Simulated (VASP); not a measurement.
# CsH2 (P-1) in VASP: further runs

Runs on CsH2. Level: PBE. Tasks: single point.

Everything below comes from runs of VASP 6.6.1. Logs are shortened: lines on timing, memory, paths and dates and some standing lists are left out, and cuts for length are marked.

**1. The cell of the first run**

The typed cell holds 6 atoms: a = 5.041 Å, b = 5.381 Å, c = 8.651 Å, α = 94.15°, β = 90.52°, γ = 92.06°.

**2. Single point, PBE**

INCAR

```
SYSTEM = CsH2
PREC = Accurate
ENCUT = 520
EDIFF = 1E-6
ISMEAR = 0
SIGMA = 0.1
LREAL = .FALSE.
LASPH = .TRUE.
NELM = 80
ALGO = Normal
ISIF = 2
LWAVE = .FALSE.
LCHARG = .TRUE.
GGA = PE
LELF = .TRUE.
LVHAR = .TRUE.
NBANDS = 20
```

KPOINTS

```
Automatic mesh
0
G
  8 8 4
  0 0 0
```

POSCAR

```
CsH2
1.0
    5.0413699567      0.0018438949      0.0110204747
   -0.1953463353      5.3779300545     -0.0089452186
   -0.0972429109     -0.6155123776      8.6285381626
Cs H
2 4
Direct
    0.2541806848      0.7736983123      0.7380019193
    0.7458193152      0.2263016877      0.2619980807
    0.7539480251      0.6007907902      0.9775790025
    0.2460519749      0.3992092098      0.0224209975
    0.2517518949      0.5270206715      0.0709430796
    0.7482481051      0.4729793285      0.9290569204
```

Potentials or basis: VASP PAW PBE potentials, release 64 (Cs_sv, H).

Command:

```bash
> cat potpaw_PBE.64/Cs_sv/POTCAR potpaw_PBE.64/H/POTCAR > POTCAR
> mpirun -np 1 vasp_std > vasp.out
```

OUTCAR:

```text
SYSTEM = CsH2
   PREC = Accurate
   ENCUT = 520
   EDIFF = 1E-6
   ISMEAR = 0
   LREAL = .FALSE.
   LASPH = .TRUE.
   NELM = 80
   ISIF = 2
   GGA = PE

 ion  position               nearest neighbor table
   1  0.254  0.774  0.738-
   2  0.746  0.226  0.262-
   3  0.754  0.601  0.978-   6 0.78
   4  0.246  0.399  0.022-   5 0.78
   5  0.252  0.527  0.071-   4 0.78
   6  0.748  0.473  0.929-   3 0.78

  LATTYP: Found a triclinic cell.
 ALAT       =    13.2256190285
 B/A-ratio  =     0.3811830908
 C/A-ratio  =     1.3978677063
 COS(alpha) =     0.0019573505
 COS(beta)  =     0.6274290711
 COS(gamma) =     0.7564227328

  Lattice vectors:

 A1 = (  -9.9854970025,   0.6118245878,  -8.6505791120)
 A2 = (  -5.0413699567,  -0.0018438949,  -0.0110204747)
 A3 = (  -0.0008605135,   6.6089548097, -17.2660215438)

Analysis of symmetry for initial positions (statically):
=====================================================================
 Subroutine PRICEL returns:
 Original cell was already a primitive cell.

 Routine SETGRP: Setting up the symmetry group for a
 triclinic supercell.

 Subroutine GETGRP returns: Found  2 space group operations
 (whereof  2 operations were pure point group operations)
 out of a pool of  2 trial point group operations.

The static configuration has the point symmetry S_2 .

Analysis of symmetry for dynamics (positions and initial velocities):
=====================================================================
 Subroutine PRICEL returns:
 Original cell was already a primitive cell.

 Routine SETGRP: Setting up the symmetry group for a
 triclinic supercell.

 Subroutine GETGRP returns: Found  2 space group operations
 (whereof  2 operations were pure point group operations)
 out of a pool of  2 trial point group operations.

The dynamic configuration has the point symmetry S_2 .

 Subroutine INISYM returns: Found  2 space group operations
 (whereof  2 operations are pure point group operations),
 and found     1 'primitive' translations

----------------------------------------------------------------------------------------

                                     Primitive cell

  volume of cell :     233.9205

  direct lattice vectors                    reciprocal lattice vectors
     5.041369957  0.001843895  0.011020475     0.198350134  0.007209385  0.002749667
    -0.195346335  5.377930055 -0.008945219    -0.000097013  0.185963687  0.013264532
    -0.097242911 -0.615512378  8.628538163    -0.000253436  0.000183581  0.115904726

  length of vectors
     5.041382339  5.381484171  8.651010490     0.198500155  0.186436183  0.115905148

  position of ions in fractional coordinates (direct lattice)
     0.254180685  0.773698312  0.738001919
     0.745819315  0.226301688  0.261998081
     0.753948025  0.600790790  0.977579003
     0.246051975  0.399209210  0.022420997
     0.251751895  0.527020671  0.070943080
     0.748248105  0.472979329  0.929056920

  ion indices of the primitive-cell ions
   primitive index   ion index
                 1           1
                 2           2
                 3           3
                 4           4
                 5           5
                 6           6

----------------------------------------------------------------------------------------

 KPOINTS: Automatic mesh

Automatic generation of k-mesh.
 Grid dimensions read from file:
 generate k-points for:    8    8    4

 Generating k-lattice:

  Cartesian coordinates                     Fractional coordinates (reciprocal lattice)
     0.024793767  0.000901173  0.000343708     0.125000000  0.000000000  0.000000000
    -0.000012127  0.023245461  0.001658066     0.000000000  0.125000000  0.000000000
    -0.000063359  0.000045895  0.028976181     0.000000000  0.000000000  0.250000000

  Length of vectors
     0.024812519  0.023304523  0.028976287

  Shift w.r.t. Gamma in fractional coordinates (k-lattice)
     0.000000000  0.000000000  0.000000000

 Subroutine IBZKPT returns following result:
 ===========================================

 Found    132 irreducible k-points:

 Following reciprocal coordinates:
            Coordinates               Weight
  0.000000  0.000000  0.000000      1.000000
  0.125000 -0.000000 -0.000000      2.000000
  0.250000 -0.000000 -0.000000      2.000000
  0.375000 -0.000000 -0.000000      2.000000
  0.500000 -0.000000 -0.000000      1.000000
  0.000000  0.125000 -0.000000      2.000000
[... 16 lines left out ...]
  0.125000  0.375000 -0.000000      2.000000
  0.250000  0.375000 -0.000000      2.000000
 [... further k-points ...]
   k-points           NKPTS =    132   k-points in BZ     NKDIM =    132   number of bands    NBANDS=     20
   number of dos      NEDOS =    301   number of ions     NIONS =      6
   total plane-waves  NPLWV = 102400
   dimension x,y,z NGX =    40 NGY =   40 NGZ =   64
   dimension x,y,z NGXF=    80 NGYF=   80 NGZF=  128
   ions per type =               2   4
   NGX,Y,Z   is equivalent  to a cutoff of  13.19, 12.36, 12.30 a.u.
   NGXF,Y,Z  is equivalent  to a cutoff of  26.38, 24.71, 24.60 a.u.
 SYSTEM =  CsH2
   PREC   = accura    normal or accurate (medium, high low for compatibility)
   ISTART =      0    job   : 0-new  1-cont  2-samecut
   ICHARG =      2    charge: 1-file 2-atom 10-const
   ISPIN  =      1    spin polarized calculation?
   LNONCOLLINEAR =      F non collinear calculations
   LSORBIT =      F    spin-orbit coupling
   LASPH  =      T    aspherical Exc in radial PAW
   ENCUT  =  520.0 eV  38.22 Ry    6.18 a.u.   9.37 10.01 16.09*2*pi/ulx,y,z
   NELM   =     80;   NELMIN=  2; NELMDL= -5     # of ELM steps
   EDIFF  = 0.1E-05   stopping-criterion for ELM
   LREAL  =      F    real-space projection
   EDIFFG = 0.1E-04   stopping-criterion for IOM
   NSW    =      0    number of steps for IOM
   IBRION =     -1    ionic relax: 0-MD 1-quasi-New 2-CG
   NFREE  =      0    steps in history (QN), initial steepest desc. (CG)
   ISIF   =      2    stress and relaxation
   ISYM   =      2    0-nonsym 1-usesym 2-fastsym
   POTIM  = 0.5000    time-step for ionic-motion
   TEBEG  =    0.0;   TEEND  =   0.0 temperature during run
   PSTRESS=    0.0 pullay stress
   NELECT =      22.0000    total number of electrons
   NUPDOWN=      -1.0000    fix difference up-down
   EMIN   =  10.00;   EMAX   =-10.00  energy-range for DOS
   EFERMI =   0.00;   METHOD = LEGACY
   ISMEAR =     0;   SIGMA  =   0.10  broadening in eV -4-tet -1-fermi 0-gaus
   EFERMI_NEDOS =   21; number of points for ismear=-14 and -15
   IALGO  =     38    algorithm
   IMIX   =      4    mixing-type and parameters
     AMIX     =   0.40;   BMIX     =  1.00
     AMIX_MAG =   1.60;   BMIX_MAG =  1.00
  volume/ion in A,a.u.               =      38.99       263.10
  Fermi-wavevector in a.u.,A,eV,Ry     =   0.744491  1.406885  7.541264  0.554267
  Thomas-Fermi vector in A             =   1.839855
   LORBIT       =      0    0 simple, 1 ext, 2 COOP (PROOUT), +10 PAW based schemes
   GGA     = PE    functional components
   LHFCALC =     F    Hartree Fock is set to
   AEXX    =    0.0000 exact exchange contribution
   IVDW    =     0    specifies the selected vdW correction
   LEPSILON=     F    determine dielectric tensor
   LRPA    =     F    only Hartree local field effects (RPA)
 non-spin polarized calculation
 Gauss-broadening in eV      SIGMA  =   0.10
  energy-cutoff  :      520.00
  volume of cell :      233.92
 maximum number of plane-waves:      6322
 NGX is ok and might be reduce to    40
   NGX = 19   NGY = 19   NGZ = 33

 number of electron      21.9999996 magnetization

 Free energy of the ion-electron system (eV)
  ---------------------------------------------------
  ext. energy  EPLUGINS =         0.00000000
  ---------------------------------------------------
  free energy    TOTEN  =       -15.14669854 eV

  energy without entropy =      -15.13535049  energy(sigma->0) =      -15.14102451

 E-fermi :   0.6906     XC(G=0):  -5.8280

 val. band max:        0.6900280301   @ k =   0.3750  -0.3750   0.2500
 cond. band min:       0.6930723226   @ k =   0.2500  -0.2500   0.2500
 fundamental gap:      0.0030442924
 Fermi energy:         0.6905571575

 k-point     1 :       0.0000    0.0000    0.0000
  band No.  band energies     occupation
      1     -23.1619      2.00000
      2     -23.1561      2.00000
      3     -10.1691      2.00000
      4      -9.9489      2.00000
      5      -9.9381      2.00000
      6      -9.9289      2.00000
[... 12 lines left out ...]
     19       3.7850      0.00000
     20       4.4075      0.00000

 k-point     2 :       0.1250   -0.0000   -0.0000
  band No.  band energies     occupation
      1     -23.1608      2.00000
      2     -23.1554      2.00000
      3     -10.1552      2.00000
      4      -9.9675      2.00000
      5      -9.9479      2.00000
      6      -9.9356      2.00000
[... 12 lines left out ...]
     19       3.6734      0.00000
     20       4.1984      0.00000

 k-point     3 :       0.2500   -0.0000   -0.0000
  band No.  band energies     occupation
      1     -23.1579      2.00000
      2     -23.1538      2.00000
      3     -10.1233      2.00000
      4     -10.0321      2.00000
      5     -10.0020      2.00000
      6      -9.9353      2.00000
[... 12 lines left out ...]
     19       3.7034      0.00000
     20       3.9487      0.00000

 k-point     4 :       0.3750   -0.0000   -0.0000
  band No.  band energies     occupation
      1     -23.1547      2.00000
      2     -23.1525      2.00000
      3     -10.1156      2.00000
      4     -10.0960      2.00000
      5     -10.0210      2.00000
      6      -9.9533      2.00000
[... 429 lines left out ...]
 k-point    23 :       0.1250    0.3750   -0.0000
  band No.  band energies     occupation
      1     -23.1568      2.00000
      2     -23.1550      2.00000
      3     -10.1312      2.00000
      4     -10.0026      2.00000
      5      -9.9833      2.00000
      6      -9.9520      2.00000
[... 12 lines left out ...]
     19       3.8551      0.00000
     20       4.0056      0.00000

 k-point    24 :       0.2500    0.3750   -0.0000
  band No.  band energies     occupation
      1     -23.1543      2.00000
      2     -23.1531      2.00000
      3     -10.1143      2.00000
      4     -10.0241      2.00000
      5      -9.9981      2.00000
      6      -9.9803      2.00000
[... 12 lines left out ...]
     19       4.0841      0.00000
     20       4.1213      0.00000

 [... further k-points ...]
[... 5 lines left out ...]
  --------------------------------------------------------------------------------------
  -------------------------------------------------------------------------------------
  Total       -0.0425663     -0.0903486     -0.0863022      0.0026307     -0.0190644      0.0041508
  in kB       -0.2915469     -0.6188188     -0.5911042      0.0180182     -0.1305767      0.0284300
  external PRESSURE =      -0.5004899 kB  Pullay stress =       0.0000000 kB

 VOLUME and BASIS-vectors are now :
 -----------------------------------------------------------------------------
  energy-cutoff  :      520.00
  volume of cell :      233.92
      direct lattice vectors                 reciprocal lattice vectors
     5.041369957  0.001843895  0.011020475     0.198350134  0.007209385  0.002749667
    -0.195346335  5.377930055 -0.008945219    -0.000097013  0.185963687  0.013264532
    -0.097242911 -0.615512378  8.628538163    -0.000253436  0.000183581  0.115904726

 POSITION                                       TOTAL-FORCE (eV/Angst)
 -----------------------------------------------------------------------------------
      1.05851      3.70711      6.36376        -0.001021      0.001111     -0.001018
      3.69027      1.05715      2.26686         0.001021     -0.001111      0.001018
      3.58851      2.63069      8.43801        -0.000604     -0.013230     -0.008025
      1.16027      2.13357      0.19260         0.000604      0.013230      0.008025
      1.15932      2.79108      0.61020         0.000481     -0.011822     -0.009948
      3.58946      1.97318      8.02042        -0.000481      0.011822      0.009948
 -----------------------------------------------------------------------------------
    total drift:                                0.000000     -0.000000      0.000000

  FREE ENERGIE OF THE ION-ELECTRON SYSTEM (eV)
  ---------------------------------------------------
  free  energy   TOTEN  =       -15.1466985365 eV

  energy  without entropy=      -15.1353504929  energy(sigma->0) =      -15.14102451
```

Run time: 7.1 min. Hardware: 1 thread of Oxide Virtual Turin-like, shared host; peak memory 0.63 GiB.

What came out:

```
Free energy            : -15.1467 eV
Pressure               : -0.1 GPa
Largest force          : 0.015 eV/Å
Band gap on the k mesh : zero (band 11 reaches 1.17 eV, above the bottom of band 12 at 0.38 eV)
```

Forces on the atoms (eV/Å):
```
Cs  -0.001  0.001 -0.001
Cs   0.001 -0.001  0.001
H   -0.001 -0.013 -0.008
H    0.001  0.013  0.008
H    0.000 -0.012 -0.010
H    0.000  0.012  0.010
```

Levels at points of the mesh, in eV from the Fermi level:
```tsv
k point	band 7	band 8	band 9	band 10	band 11	band 12	band 13	band 14	band 15	band 16
(0.00, 0.00, 0.00)	-10.60	-10.58	-8.90	-7.78	-1.03	-0.31	1.25	1.61	1.96	2.43
(0.50, 0.00, 0.00)	-10.60	-10.60	-8.39	-8.38	0.33	0.34	1.05	1.10	1.83	1.85
(0.00, 0.50, 0.00)	-10.61	-10.61	-8.86	-7.78	-0.71	0.31	0.70	1.19	1.65	2.63
(0.50, 0.50, 0.00)	-10.65	-10.63	-8.39	-8.39	0.05	0.07	1.22	1.35	2.07	2.09
(0.00, 0.00, 0.50)	-10.61	-10.61	-8.88	-7.78	-1.14	0.20	0.83	1.39	1.68	2.23
(0.50, 0.00, 0.50)	-10.60	-10.59	-8.39	-8.39	0.13	0.16	1.55	1.67	1.81	1.91
(0.00, 0.50, 0.50)	-10.61	-10.61	-8.86	-7.78	-0.56	0.22	0.31	1.53	1.93	2.39
(0.50, 0.50, 0.50)	-10.64	-10.64	-8.39	-8.38	0.28	0.36	1.17	1.21	1.35	1.44
```

Caveat: spin-orbit coupling is left out, which moves the levels of the heavy elements.

**3. Single point, PBE**

INCAR

```
SYSTEM = CsH2
ALGO = Normal
EDIFF = 1E-6
ENCUT = 520
GGA = PE
ISIF = 2
ISMEAR = 0
LASPH = .TRUE.
LCHARG = .TRUE.
LELF = .TRUE.
LREAL = .FALSE.
LVHAR = .TRUE.
LWAVE = .FALSE.
NBANDS = 20
NELM = 60
PREC = Accurate
SIGMA = 0.1
```

KPOINTS

```
k-points
0
G
  8 8 6
  0 0 0
```

POSCAR is that of step 2.

Potentials or basis: VASP PAW PBE potentials, release 64 (Cs_sv, H).

Command:

```bash
> cat potpaw_PBE.64/Cs_sv/POTCAR potpaw_PBE.64/H/POTCAR > POTCAR
> mpirun -np 1 vasp_std > vasp.out
```

It took 9.4 min on 1 thread of Oxide Virtual Turin-like, shared host; peak memory 0.82 GiB.

The run converged. Its results:

```
Free energy            : -15.1465 eV
Pressure               : 0.0 GPa
Largest force          : 0.016 eV/Å
Band gap on the k mesh : zero (band 11 reaches 1.18 eV, above the bottom of band 12 at 0.38 eV)
```

Forces in eV/Å, atoms in the order of the input:
```
Cs  -0.001  0.001 -0.003
Cs   0.001 -0.001  0.003
H   -0.001 -0.014 -0.009
H    0.001  0.014  0.009
H    0.000 -0.011 -0.011
H    0.000  0.011  0.011
```

Levels at points of the mesh, in eV from the Fermi level:
```tsv
k point	band 8	band 9	band 10	band 11	band 12	band 13	band 14	band 15
(0.00, 0.00, 0.00)	-10.58	-8.90	-7.78	-1.02	-0.30	1.26	1.61	1.97
(0.50, 0.00, 0.00)	-10.59	-8.38	-8.38	0.34	0.35	1.05	1.10	1.84
(0.00, 0.50, 0.00)	-10.60	-8.85	-7.77	-0.71	0.32	0.70	1.19	1.65
(0.50, 0.50, 0.00)	-10.63	-8.39	-8.38	0.06	0.08	1.23	1.35	2.08
(0.00, 0.00, 0.50)	-10.60	-8.88	-7.78	-1.14	0.21	0.83	1.40	1.69
(0.50, 0.00, 0.50)	-10.59	-8.39	-8.38	0.13	0.16	1.56	1.67	1.82
(0.00, 0.50, 0.50)	-10.60	-8.86	-7.77	-0.56	0.23	0.32	1.54	1.93
(0.50, 0.50, 0.50)	-10.63	-8.38	-8.38	0.29	0.36	1.18	1.22	1.36
```

Caveat: spin-orbit coupling is left out, which moves the levels of the heavy elements.
